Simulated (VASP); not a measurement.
Runs of VASP 6.6.1 on Hf. The structure is that of space group I4/mmm (No. 139), or close to it. The cells are those of the table. 

```csv
cell,gap on the mesh (eV),pressure (GPa)
"a = 3.268, b = 3.268, c = 3.391 Å, angles 58.7, 58.7, 62.5°, 1 atom",none,-16.8
"a = 3.150, b = 3.150, c = 3.391 Å, angles 57.4, 57.4, 65.1°, 1 atom",none,(a)
"a = 3.017, b = 3.017, c = 3.140 Å, angles 58.6, 58.6, 62.7°, 1 atom",none,3.5
"a = 3.150, b = 3.150, c = 2.888 Å, angles 62.7, 62.7, 54.6°, 1 atom",none,4.0
```

Alike in all rows: task single point; level LDA; potentials or basis VASP PAW LDA potentials, release 64 (Hf_pv); no spin polarisation; k mesh 18 × 18 × 18; cutoff (eV) 520; smearing gaussian 0.15 eV.

Question: Fill in the values left out.

Answer: (a) -11.8.

Caveats: spin-orbit coupling is left out, which moves the levels of the heavy elements.

A k mesh can miss the band edges, and the runs leave out spin-orbit coupling on Hf.

A gap of «none» marks levels without a gap at the run's occupations.
